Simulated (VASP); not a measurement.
## Fe: single point with revPBE

Crystal: Fe.

```xyz
3
Lattice="4.1652 0.0000 0.0000 -2.0826 3.6072 0.0000 0.0000 0.0000 2.3772" Properties=species:S:1:pos:R:3 pbc="T T T"
Fe   -2.0826    3.6072    0.0000
Fe    0.0000    2.4048    1.1886
Fe    2.0826    1.2024    1.1886
```

This isn't the form of Fe at room conditions, which is bcc.

```
Program             : VASP 6.6.1
Task                : single point
Functional          : revPBE
Potentials or basis : VASP PAW PBE potentials, release 64 (Fe)
Cutoff              : 520 eV
k mesh              : 10 × 10 × 15
Occupations         : fermi-dirac, width 0.05 eV
Spin                : collinear spin, ferromagnetic start
Starting moments    : [2.648, 2.584, 2.584] μB
```

The pressure is 5.3 GPa. The net moment is 7.50 μB per cell, the site moments are Fe +2.56, +2.46 (each value once) μB and the valence electrons inside the program's atomic spheres are Fe 7.14, 7.22 (each value once).

Stress tensor (GPa, compression positive):
```
5.83 0.00 0.00
0.00 5.83 0.00
0.00 0.00 4.24
```

Levels at points of the mesh, in eV from the Fermi level:
Spin up:
```tsv
k point	band 12	band 13	band 14	band 15	band 16	band 17	band 18	band 19	band 20	band 21
(0.00, 0.00, 0.00)	-1.58	-1.57	-1.57	-0.58	-0.58	5.66	5.66	5.69	5.69	8.01
(0.50, 0.00, 0.00)	-1.09	-0.87	-0.85	-0.82	-0.64	-0.43	-0.15	6.15	14.21	14.26
```
Spin down:
```
           k point  band 6  band 7  band 8  band 9  band 10  band 11
(0.00, 0.00, 0.00)   -1.70   -1.64   -0.98    0.19     0.19     1.38
(0.50, 0.00, 0.00)   -1.32   -1.01   -0.83   -0.03     0.82     1.48
```

Wall time 110 s on 1 thread of AMD EPYC 9R45 96-Core Processor (Zen 5), on a shared host, peak memory 0.22 GiB.

Caveat: the cell stands under pressure; the PAW data sets were made with another functional, which shifts forces and pressure a little.
